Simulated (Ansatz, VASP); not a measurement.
# Two plane-wave programs on V

Contents of INCAR:

```
PREC     = Accurate       # precision mode
ENCUT    = 520            # plane-wave cutoff, eV
EDIFF    = 1E-6           # SCF threshold, eV
ISMEAR   = 0              # smearing method
SIGMA    = 0.01           # smearing width, eV
LREAL    = False          # projectors in reciprocal space
LASPH    = True           # aspherical terms in the spheres
NELM     = 60             # most SCF steps
ALGO     = Normal         # electronic algorithm
ISIF     = 2              # what is computed and relaxed
LWAVE    = False          # write WAVECAR
LCHARG   = False          # write CHGCAR
GGA      = CA             # functional
NBANDS   = 12             # bands
```

Contents of KPOINTS:

```
Automatic mesh
0
Gamma
  15 15 15
```

Contents of POSCAR:

```
V
1.0
   -1.4636513664      1.4636513664      1.4636513664
    1.4636513664     -1.4636513664      1.4636513664
    1.4636513664      1.4636513664     -1.4636513664
V
1
Direct
    0.0000000000      0.0000000000      0.0000000000
```

Input for Ansatz:

```yaml
crystal:
  lattice:
    - [-1.4636513664, 1.4636513664, 1.4636513664]
    - [1.4636513664, -1.4636513664, 1.4636513664]
    - [1.4636513664, 1.4636513664, -1.4636513664]
  atoms:
    - { symbol: V, position: [0.0, 0.0, 0.0] }
hamiltonian:
  xc: lda
  pseudopotentials:
    kind: paw
    azcp:
      V: "pseudopotentials/V.paw.azcp"
basis:
  ecutwfc: 420
  fft_grid_basis: typed
kpoints:
  mp_grid: { grid: [15, 15, 15], shift: [0, 0, 0] }
magnetization:
  spin_polarized: false
scf:
  occupations: { method: gaussian, width: 0.01 }
  lower_state_search: "off"
output:
  stress: true
```

Alike in both runs: task single point; functional LDA; k mesh 15 × 15 × 15; occupations gaussian, width 0.01 eV; no spin polarisation.

|  | VASP | Ansatz |
| --- | --- | --- |
| version | VASP 6.6.1 | Ansatz 0.2.0 |
| potentials or method | VASP PAW LDA potentials, release 64 (V_sv), cutoff 520 eV | plane waves (420 eV) with PAW, scalar-relativistic |
| valence electrons in the cell | 13 | 13 |

```csv
,VASP,Ansatz,Ansatz less VASP
pressure (GPa),0.1,-0.5,-0.57
```

Ansatz warns that its potentials were made for another functional, while VASP's fit it. LDA's correlation is that of Perdew and Zunger in VASP and of Perdew and Wang (1992) in Ansatz.
